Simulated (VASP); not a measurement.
Input of a VASP 6.6.1 run:

The input INCAR:

```
SYSTEM = InP
PREC     = Accurate       ! precision mode
ENCUT    = 520            ! plane-wave cutoff, eV
EDIFF    = 1E-8           ! SCF threshold, eV
ISMEAR   = -1             ! smearing method
SIGMA    = 0.03           ! smearing width, eV
LREAL    = .False.        ! projectors in reciprocal space
LASPH    = .True.         ! aspherical terms in the spheres
NELM     = 60             ! most SCF steps
ALGO     = Normal         ! electronic algorithm
ISIF     = 2              ! what is computed and relaxed
LWAVE    = .False.        ! write WAVECAR
LCHARG   = .False.        ! write CHGCAR
GGA      = PE             ! functional
LEFG     = .True.       
NBANDS   = 16             ! bands
```

Contents of KPOINTS:

```
Automatic mesh
0
Gamma
  11 11 11
  0 0 0
```

POSCAR

```
InP
1.0
    0.0000000000      2.8550000000      2.7979000000
    2.8550000000      0.0000000000      2.7979000000
    2.8550000000      2.8550000000      0.0000000000
In P
1 1
Direct
    0.0000000000      0.0000000000      0.0000000000
    0.5000000000      0.5000000000      0.5000000000
```

Potentials or basis: VASP PAW PBE potentials, release 64 (In_d, P).

The run is started by

```bash
$ cat potpaw_PBE.64/In_d/POTCAR potpaw_PBE.64/P/POTCAR > POTCAR
$ mpirun -np 1 vasp_std > vasp.out
```

**Question.** Estimate the pressure.

**Answer.** -4.4 GPa.

**Question.** Predict the band gap on the k mesh.

**Answer.** Zero (bands 9 and 10 overlap by 2.42 eV).

Stress tensor (GPa, compression positive):
```
-5.01  0.00  0.00
 0.00 -5.01  0.00
 0.00  0.00 -3.11
```

Caveat: the cell differs from its parent crystal (zz strain of -2 %); the cell stands under tension; without QUAD_EFG the Cq values of the log hold for a quadrupole moment of 1 mb, not for the nuclei; spin-orbit coupling is left out, which moves the levels of the heavy elements.
